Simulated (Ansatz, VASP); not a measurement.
**Two plane-wave programs on SiNi3**

```
Si Ni
1.0
     3.54778    0.00000    0.00000
     0.00000    3.54778    0.00000
     0.00000    0.00000    3.63431
Si Ni
1 3
Direct
  0.00000 0.00000 0.00000
  0.00000 0.50000 0.50000
  0.50000 0.00000 0.50000
  0.50000 0.50000 0.00000
```

Change from the starting cell: strain +0.025 along x and y, +0.050 along z, atoms carried along.

Alike in both runs: task single point; functional PBEsol; k mesh 14 × 14 × 14; occupations gaussian, width 0.15 eV; no spin polarisation.

```csv
,VASP,Ansatz
version,VASP 6.6.1,Ansatz 0.2.0
potentials or method,"VASP PAW PBE potentials, release 64 (Si, Ni), cutoff 520 eV","scalar-relativistic, plane waves, PAW"
valence electrons in the cell,34,58
```

Ansatz gave:

```
gap on the k mesh at the Fermi level (eV)                     : none
pressure (GPa)                                                : -18.7
traceless stress, the component that is largest in VASP (GPa) : -2.29
```

Estimate VASP's values.

gap on the k mesh at the Fermi level (eV): none; pressure (GPa): -18.6; traceless stress, the component that is largest in VASP (GPa): -2.25.

VASP's potentials were made for PBE, not for PBEsol. A gap of «none» marks a metal or a gap that the smearing closes. The functional is the same, so the differences come from potentials, cutoffs and numerics. VASP's potentials hold 34 valence electrons a cell and Ansatz's 58, so a difference there can come from the potentials and not from the codes.
